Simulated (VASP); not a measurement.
# GaP (I-4m2) in VASP: notebook

The runs below take GaP through single point, with LDA.

Everything below comes from runs of VASP 6.6.1. Logs are shortened: lines on timing, memory, paths and dates and some standing lists are left out, and cuts for length are marked.

## Step 1: The cell of the first run

The structure is tetragonal, space group I-4m2 (No. 119). The conventional cell has a = 3.850 Å, b = 3.850 Å, c = 5.342 Å, α = 90.00°, β = 90.00°, γ = 90.00°. Ga (site symmetry -4m2) has 4 P at 2.34 Å within 3.1 Å. Within 3.1 Å of P (site symmetry -4m2) lie 4 Ga at 2.34 Å.

## Step 2: Single point, LDA (in-plane strain +0.01, then relaxed in part)

INCAR

```
SYSTEM = GaP
ALGO = Normal
EDIFF = 1E-7
ENCUT = 520
GGA = CA
ISIF = 2
ISMEAR = 0
LASPH = .True.
LCHARG = .False.
LREAL = .False.
LWAVE = .False.
NBANDS = 16
NELM = 100
PREC = Accurate
SIGMA = 0.01
```

KPOINTS

```
k-points
0
Gamma
  8 8 8
  0 0 0
```

POSCAR

```
GaP
1.0
    2.7226439307      2.7226439307      0.0000000000
   -2.7226439307      2.7226439307      0.0000000000
    0.0000000000      2.7226439307      2.6711840882
Ga P
1 1
Direct
    0.0000000000      0.0000000000      0.0000000000
    0.7500000000      0.2500000000      0.5000000000
```

Potentials or basis: VASP PAW LDA potentials, release 64 (Ga_d, P).

On the command line:

```console
cat potpaw_LDA.64/Ga_d/POTCAR potpaw_LDA.64/P/POTCAR > POTCAR
mpirun -np 1 vasp_std > vasp.out
```

OUTCAR:

```text
SYSTEM = GaP
   EDIFF = 1E-7
   ENCUT = 520
   GGA = CA
   ISIF = 2
   ISMEAR = 0
   LASPH = .True.
   LREAL = .False.
   NELM = 100
   PREC = Accurate

 ion  position               nearest neighbor table
   1  0.000  0.000  0.000-   2 2.34   2 2.34   2 2.34   2 2.34
   2  0.750  0.250  0.500-   1 2.34   1 2.34   1 2.34   1 2.34

  LATTYP: Found a body centered tetragonal cell.
 ALAT       =     3.8503999723
 C/A-ratio  =     1.3874839536

  Lattice vectors:

 A1 = (   2.7226439307,   0.0000000000,  -2.6711840882)
 A2 = (  -2.7226439307,   0.0000000000,  -2.6711840882)
 A3 = (   0.0000000000,   2.7226439307,   2.6711840882)

Analysis of symmetry for initial positions (statically):
=====================================================================
 Subroutine PRICEL returns:
 Original cell was already a primitive cell.

 Routine SETGRP: Setting up the symmetry group for a
 body centered tetragonal supercell.

 Subroutine GETGRP returns: Found  8 space group operations
 (whereof  8 operations were pure point group operations)
 out of a pool of 16 trial point group operations.

The static configuration has the point symmetry D_2d.

Analysis of symmetry for dynamics (positions and initial velocities):
=====================================================================
 Subroutine PRICEL returns:
 Original cell was already a primitive cell.

 Routine SETGRP: Setting up the symmetry group for a
 body centered tetragonal supercell.

 Subroutine GETGRP returns: Found  8 space group operations
 (whereof  8 operations were pure point group operations)
 out of a pool of 16 trial point group operations.

The dynamic configuration has the point symmetry D_2d.

 Subroutine INISYM returns: Found  8 space group operations
 (whereof  8 operations are pure point group operations),
 and found     1 'primitive' translations

----------------------------------------------------------------------------------------

                                     Primitive cell

  volume of cell :      39.6019

  direct lattice vectors                    reciprocal lattice vectors
     2.722643931  2.722643931  0.000000000     0.183645020  0.183645020 -0.187182906
    -2.722643931  2.722643931  0.000000000    -0.183645020  0.183645020 -0.187182906
     0.000000000  2.722643931  2.671184088     0.000000000  0.000000000  0.374365812

  length of vectors
     3.850399972  3.850399972  3.814185943     0.320138138  0.320138138  0.374365812

  position of ions in fractional coordinates (direct lattice)
     0.000000000  0.000000000  0.000000000
     0.750000000  0.250000000  0.500000000

  ion indices of the primitive-cell ions
   primitive index   ion index
                 1           1
                 2           2

----------------------------------------------------------------------------------------

 KPOINTS: k-points

Automatic generation of k-mesh.
 Grid dimensions read from file:
 generate k-points for:    8    8    8

 Generating k-lattice:

  Cartesian coordinates                     Fractional coordinates (reciprocal lattice)
     0.022955628  0.022955628 -0.023397863     0.125000000  0.000000000  0.000000000
    -0.022955628  0.022955628 -0.023397863     0.000000000  0.125000000  0.000000000
     0.000000000  0.000000000  0.046795726     0.000000000  0.000000000  0.125000000

  Length of vectors
     0.040017267  0.040017267  0.046795726

  Shift w.r.t. Gamma in fractional coordinates (k-lattice)
     0.000000000  0.000000000  0.000000000

 Subroutine IBZKPT returns following result:
 ===========================================

 Found     59 irreducible k-points:

 Following reciprocal coordinates:
            Coordinates               Weight
  0.000000  0.000000  0.000000      1.000000
  0.125000  0.000000  0.000000      8.000000
  0.250000  0.000000  0.000000      8.000000
  0.375000  0.000000  0.000000      8.000000
  0.500000  0.000000  0.000000      4.000000
  0.125000  0.125000  0.000000      8.000000
[... 16 lines left out ...]
  0.250000  0.000000  0.125000      4.000000
  0.375000  0.000000  0.125000      8.000000
 [... further k-points ...]
   k-points           NKPTS =     59   k-points in BZ     NKDIM =     59   number of bands    NBANDS=     16
   number of dos      NEDOS =    301   number of ions     NIONS =      2
   total plane-waves  NPLWV =  25200
   dimension x,y,z NGX =    30 NGY =   30 NGZ =   28
   dimension x,y,z NGXF=    60 NGYF=   60 NGZF=   56
   ions per type =               1   1
   NGX,Y,Z   is equivalent  to a cutoff of  12.95, 12.95, 12.20 a.u.
   NGXF,Y,Z  is equivalent  to a cutoff of  25.91, 25.91, 24.41 a.u.
 SYSTEM =  GaP
   PREC   = accura    normal or accurate (medium, high low for compatibility)
   ISTART =      0    job   : 0-new  1-cont  2-samecut
   ICHARG =      2    charge: 1-file 2-atom 10-const
   ISPIN  =      1    spin polarized calculation?
   LNONCOLLINEAR =      F non collinear calculations
   LSORBIT =      F    spin-orbit coupling
   LASPH  =      T    aspherical Exc in radial PAW
   ENCUT  =  520.0 eV  38.22 Ry    6.18 a.u.   7.16  7.16  7.09*2*pi/ulx,y,z
   NELM   =    100;   NELMIN=  2; NELMDL= -5     # of ELM steps
   EDIFF  = 0.1E-06   stopping-criterion for ELM
   LREAL  =      F    real-space projection
   EDIFFG = 0.1E-05   stopping-criterion for IOM
   NSW    =      0    number of steps for IOM
   IBRION =     -1    ionic relax: 0-MD 1-quasi-New 2-CG
   NFREE  =      0    steps in history (QN), initial steepest desc. (CG)
   ISIF   =      2    stress and relaxation
   ISYM   =      2    0-nonsym 1-usesym 2-fastsym
   POTIM  = 0.5000    time-step for ionic-motion
   TEBEG  =    0.0;   TEEND  =   0.0 temperature during run
   PSTRESS=    0.0 pullay stress
   NELECT =      18.0000    total number of electrons
   NUPDOWN=      -1.0000    fix difference up-down
   EMIN   =  10.00;   EMAX   =-10.00  energy-range for DOS
   EFERMI =   0.00;   METHOD = LEGACY
   ISMEAR =     0;   SIGMA  =   0.01  broadening in eV -4-tet -1-fermi 0-gaus
   EFERMI_NEDOS =   21; number of points for ismear=-14 and -15
   IALGO  =     38    algorithm
   IMIX   =      4    mixing-type and parameters
     AMIX     =   0.40;   BMIX     =  1.00
     AMIX_MAG =   1.60;   BMIX_MAG =  1.00
  volume/ion in A,a.u.               =      19.80       133.62
  Fermi-wavevector in a.u.,A,eV,Ry     =   1.258714  2.378625 21.556549  1.584362
  Thomas-Fermi vector in A             =   2.392310
   LORBIT       =      0    0 simple, 1 ext, 2 COOP (PROOUT), +10 PAW based schemes
   GGA     = CA    functional components
   LHFCALC =     F    Hartree Fock is set to
   AEXX    =    0.0000 exact exchange contribution
   IVDW    =     0    specifies the selected vdW correction
   LEPSILON=     F    determine dielectric tensor
   LRPA    =     F    only Hartree local field effects (RPA)
 non-spin polarized calculation
 Gauss-broadening in eV      SIGMA  =   0.01
  energy-cutoff  :      520.00
  volume of cell :       39.60
 maximum number of plane-waves:      1086
 NGX is ok and might be reduce to    30
   NGX = 15   NGY = 15   NGZ = 15

 number of electron      17.9999992 magnetization

 Free energy of the ion-electron system (eV)
  ---------------------------------------------------
  ext. energy  EPLUGINS =         0.00000000
  ---------------------------------------------------
  free energy    TOTEN  =       -10.44753995 eV

  energy without entropy =      -10.44753995  energy(sigma->0) =      -10.44753995

 E-fermi :   4.9233     XC(G=0): -10.2625

 val. band max:        4.8048721797   @ k =   0.0000   0.0000   0.0000
 cond. band min:       6.0768229224   @ k =   0.0000   0.0000   0.3750
 fundamental gap:      1.2719507427
 Fermi energy:         4.9232780535

 k-point     1 :       0.0000    0.0000    0.0000
  band No.  band energies     occupation
      1     -10.0131      2.00000
      2     -10.0130      2.00000
      3     -10.0077      2.00000
      4      -9.9077      2.00000
      5      -9.9055      2.00000
      6      -7.9418      2.00000
[... 8 lines left out ...]
     15      14.3873      0.00000
     16      14.7315      0.00000

 k-point     2 :       0.1250    0.0000    0.0000
  band No.  band energies     occupation
      1     -10.0253      2.00000
      2     -10.0080      2.00000
      3     -10.0044      2.00000
      4      -9.9079      2.00000
      5      -9.9054      2.00000
      6      -7.7337      2.00000
[... 8 lines left out ...]
     15      13.9922      0.00000
     16      14.2748      0.00000

 k-point     3 :       0.2500    0.0000    0.0000
  band No.  band energies     occupation
      1     -10.0555      2.00000
      2      -9.9974      2.00000
      3      -9.9941      2.00000
      4      -9.9071      2.00000
      5      -9.9035      2.00000
      6      -7.1417      2.00000
[... 8 lines left out ...]
     15      13.7151      0.00000
     16      14.4919      0.00000

 k-point     4 :       0.3750    0.0000    0.0000
  band No.  band energies     occupation
      1     -10.0830      2.00000
      2      -9.9894      2.00000
      3      -9.9860      2.00000
      4      -9.9037      2.00000
      5      -9.8988      2.00000
      6      -6.3071      2.00000
[... 8 lines left out ...]
     15      14.9079      0.00000
     16      14.9557      0.00000

 k-point     5 :       0.5000    0.0000    0.0000
  band No.  band energies     occupation
      1     -10.0938      2.00000
      2      -9.9869      2.00000
      3      -9.9836      2.00000
      4      -9.9015      2.00000
      5      -9.8960      2.00000
      6      -5.7847      2.00000
[... 8 lines left out ...]
     15      16.3778      0.00000
     16      16.5573      0.00000

 k-point     6 :       0.1250    0.1250    0.0000
  band No.  band energies     occupation
      1     -10.0443      2.00000
      2      -9.9997      2.00000
      3      -9.9977      2.00000
      4      -9.9108      2.00000
      5      -9.9027      2.00000
      6      -7.3941      2.00000
[... 8 lines left out ...]
     15      14.1992      0.00000
     16      15.4208      0.00000

 k-point     7 :       0.2500    0.1250    0.0000
  band No.  band energies     occupation
      1     -10.0710      2.00000
      2      -9.9892      2.00000
      3      -9.9877      2.00000
      4      -9.9105      2.00000
      5      -9.9003      2.00000
      6      -6.7057      2.00000
[... 8 lines left out ...]
     15      15.2125      0.00000
     16      15.9565      0.00000

 k-point     8 :       0.3750    0.1250    0.0000
  band No.  band energies     occupation
      1     -10.0907      2.00000
      2      -9.9844      2.00000
      3      -9.9798      2.00000
      4      -9.9055      2.00000
      5      -9.8992      2.00000
      6      -5.8912      2.00000
[... 8 lines left out ...]
     15      15.0544      0.00000
     16      17.0452      0.00000

 k-point     9 :       0.5000    0.1250    0.0000
  band No.  band energies     occupation
      1     -10.0948      2.00000
      2      -9.9838      2.00000
      3      -9.9773      2.00000
      4      -9.9055      2.00000
      5      -9.8979      2.00000
      6      -5.7092      2.00000
[... 8 lines left out ...]
     15      16.4083      0.00000
     16      16.6155      0.00000
[... 172 lines left out ...]
 k-point    19 :       0.5000    0.3750   -0.0000
  band No.  band energies     occupation
      1     -10.1222      2.00000
      2      -9.9525      2.00000
      3      -9.9471      2.00000
      4      -9.9361      2.00000
      5      -9.8880      2.00000
      6      -5.0971      2.00000
[... 8 lines left out ...]
     15      16.8072      0.00000
     16      18.0036      0.00000

 k-point    20 :      -0.3750    0.3750    0.0000
  band No.  band energies     occupation
      1     -10.1169      2.00000
      2      -9.9533      2.00000
      3      -9.9517      2.00000
      4      -9.9374      2.00000
      5      -9.8879      2.00000
      6      -5.7235      2.00000
[... 8 lines left out ...]
     15      16.5980      0.00000
     16      19.4221      0.00000

 k-point    21 :       0.5000    0.5000    0.0000
  band No.  band energies     occupation
      1     -10.1306      2.00000
      2      -9.9438      2.00000
      3      -9.9430      2.00000
      4      -9.9411      2.00000
      5      -9.8846      2.00000
      6      -4.8657      2.00000
[... 8 lines left out ...]
     15      17.2149      0.00000
     16      17.7566      0.00000

 k-point    22 :       0.0000    0.0000    0.1250
  band No.  band energies     occupation
      1     -10.0312      2.00000
      2     -10.0032      2.00000
      3     -10.0032      2.00000
      4      -9.9126      2.00000
      5      -9.9019      2.00000
      6      -7.6583      2.00000
[... 8 lines left out ...]
     15      14.6439      0.00000
     16      14.6987      0.00000

 k-point    23 :       0.2500    0.0000    0.1250
  band No.  band energies     occupation
      1     -10.0453      2.00000
      2     -10.0022      2.00000
      3      -9.9936      2.00000
      4      -9.9082      2.00000
      5      -9.9050      2.00000
      6      -7.4029      2.00000
[... 8 lines left out ...]
     15      14.0880      0.00000
     16      15.4550      0.00000

 k-point    24 :       0.3750    0.0000    0.1250
  band No.  band energies     occupation
      1     -10.0710      2.00000
      2      -9.9907      2.00000
      3      -9.9856      2.00000
      4      -9.9071      2.00000
      5      -9.9036      2.00000
      6      -6.7200      2.00000
[... 8 lines left out ...]
     15      15.1595      0.00000
     16      16.0446      0.00000

 [... further k-points ...]

------------------------ aborting loop because EDIFF is reached ----------------------------------------

  FORCE on cell =-STRESS in cart. coord.  units (eV):
  Direction    XX          YY          ZZ          XY          YZ          ZX
  --------------------------------------------------------------------------------------
  -------------------------------------------------------------------------------------
  Total       -0.3283991     -0.3283991      0.0282022      0.0000000      0.0000000     -0.0000000
  in kB      -13.2860861    -13.2860861      1.1409815      0.0000000      0.0000000     -0.0000000
  external PRESSURE =      -8.4770636 kB  Pullay stress =       0.0000000 kB

 VOLUME and BASIS-vectors are now :
 -----------------------------------------------------------------------------
  energy-cutoff  :      520.00
  volume of cell :       39.60
      direct lattice vectors                 reciprocal lattice vectors
     2.722643931  2.722643931  0.000000000     0.183645020  0.183645020 -0.187182906
    -2.722643931  2.722643931  0.000000000    -0.183645020  0.183645020 -0.187182906
     0.000000000  2.722643931  2.671184088     0.000000000  0.000000000  0.374365812

 POSITION                                       TOTAL-FORCE (eV/Angst)
 -----------------------------------------------------------------------------------
      0.00000      0.00000      0.00000        -0.000000      0.000000      0.000000
      1.36132      4.08397      1.33559         0.000000     -0.000000      0.000000
 -----------------------------------------------------------------------------------
    total drift:                                0.000004     -0.000000     -0.000000

  FREE ENERGIE OF THE ION-ELECTRON SYSTEM (eV)
  ---------------------------------------------------
  free  energy   TOTEN  =       -10.4475399547 eV

  energy  without entropy=      -10.4475399547  energy(sigma->0) =      -10.44753995
```

Run time: 38 s. Hardware: 1 thread of Intel Xeon Platinum 8375C at 2.90GHz (Ice Lake), shared host; peak memory 0.17 GiB.

What came out:

```yaml
Free_energy: -10.4475 eV
Pressure: -0.8 GPa
Band_gap_on_the_k_mesh: 1.27 eV, indirect (least direct gap 1.75 eV)
```

Caveat: the cell differs from its parent crystal (in-plane strain +0.01, then relaxed in part). A k mesh can miss the band edges.

## Step 3: Single point, LDA (in-plane strain +0.01)

INCAR

```
SYSTEM = GaP
PREC     = Accurate       ! precision mode
ENCUT    = 520            ! plane-wave cutoff, eV
EDIFF    = 1E-6           ! SCF threshold, eV
ISMEAR   = 0              ! smearing method
SIGMA    = 0.01           ! smearing width, eV
LREAL    = .False.        ! projectors in reciprocal space
LASPH    = .True.         ! aspherical terms in the spheres
NELM     = 60             ! most SCF steps
ALGO     = Normal         ! electronic algorithm
ISIF     = 2              ! what is computed and relaxed
LWAVE    = .False.        ! write WAVECAR
LCHARG   = .False.        ! write CHGCAR
NBANDS   = 16             ! bands
```

KPOINTS

```
regular mesh
0
Gamma
  8 8 8
  0 0 0
```

POSCAR, as its differences from that of step 2:

```diff
@@ -4,3 +4,3 @@
    -2.7226439307      2.7226439307      0.0000000000
-    0.0000000000      2.7226439307      2.6711840882
+    0.0000000000      2.7226439307      2.6795129377
 Ga P
```

Potentials or basis: VASP PAW LDA potentials, release 64 (Ga_d, P).

On the command line:

```console
cat potpaw_LDA.64/Ga_d/POTCAR potpaw_LDA.64/P/POTCAR > POTCAR
mpirun -np 1 vasp_std > vasp.out
```

Wall time 35 s (1 thread of Intel Xeon Platinum 8375C at 2.90GHz (Ice Lake), shared host); peak memory 0.16 GiB.

It converged, with:

* Free energy: -10.4475 eV
* Pressure: -1.2 GPa
* Band gap on the k mesh: 1.31 eV, indirect (least direct gap 1.73 eV)

Stress tensor (GPa, compression positive):
```
-1.56  0.00  0.00
 0.00 -1.56  0.00
 0.00  0.00 -0.34
```

Levels at points of the mesh, in eV from the valence-band top:
```csv
k point,band 6,band 7,band 8,band 9,band 10,band 11,band 12,band 13
"(0.00, 0.00, 0.00)",-12.71,-0.09,-0.09,0.00,1.73,3.71,3.74,3.74
"(0.50, 0.00, 0.00)",-10.57,-6.88,-1.28,-1.15,1.51,4.51,4.64,8.03
"(0.50, 0.50, 0.00)",-9.65,-7.02,-2.80,-2.79,1.44,1.66,10.52,10.53
"(0.00, 0.00, 0.50)",-9.57,-6.92,-2.91,-2.91,1.33,1.50,10.53,10.53
```

Caveat: the cell differs from its parent crystal (in-plane strain +0.01).

## Step 4: Single point, LDA (film at in-plane strain +0.01)

INCAR

```
PREC = Accurate
ENCUT = 520
EDIFF = 1E-6
ISMEAR = 0
SIGMA = 0.01
LREAL = F
LASPH = T
NELM = 100
ALGO = Normal
ISIF = 2
LWAVE = F
LCHARG = T
GGA = CA
LELF = T
LVHAR = T
NBANDS = 16
```

KPOINTS

```
regular mesh
0
Gamma
  8 8 8
```

POSCAR, as its differences from that of step 3:

```diff
@@ -4,3 +4,3 @@
    -2.7226439307      2.7226439307      0.0000000000
-    0.0000000000      2.7226439307      2.6795129377
+    0.0000000000      2.7226439307      2.6711840882
 Ga P
```

On the command line:

```console
cat potpaw_LDA.64/Ga_d/POTCAR potpaw_LDA.64/P/POTCAR > POTCAR
mpirun -np 1 vasp_std > vasp.out
```

It took 36 s on 1 thread of Intel Xeon Platinum 8375C at 2.90GHz (Ice Lake), shared host; peak memory 0.16 GiB.

The run converged. Its results:

```yaml
Free_energy: -10.4475 eV
Pressure: -0.9 GPa
Band_gap_on_the_k_mesh: 1.27 eV, indirect (least direct gap 1.75 eV)
```

Stress tensor (GPa, compression positive):
```
-1.37  0.00  0.00
 0.00 -1.37  0.00
 0.00  0.00  0.07
```

Levels at points of the mesh, in eV from the valence-band top:
| k point | band 6 | band 7 | band 8 | band 9 | band 10 | band 11 | band 12 | band 13 |
| --- | --- | --- | --- | --- | --- | --- | --- | --- |
| (0.00, 0.00, 0.00) | -12.75 | -0.11 | -0.11 | 0.00 | 1.75 | 3.69 | 3.73 | 3.73 |
| (0.50, 0.00, 0.00) | -10.59 | -6.91 | -1.31 | -1.15 | 1.50 | 4.48 | 4.64 | 8.02 |
| (0.50, 0.50, 0.00) | -9.67 | -7.06 | -2.82 | -2.80 | 1.43 | 1.65 | 10.53 | 10.53 |
| (0.00, 0.00, 0.50) | -9.58 | -6.93 | -2.94 | -2.94 | 1.29 | 1.47 | 10.54 | 10.54 |

Caveat: the cell differs from its parent crystal (film at in-plane strain +0.01). A k mesh can miss the band edges.

[end of part 1 of 2]
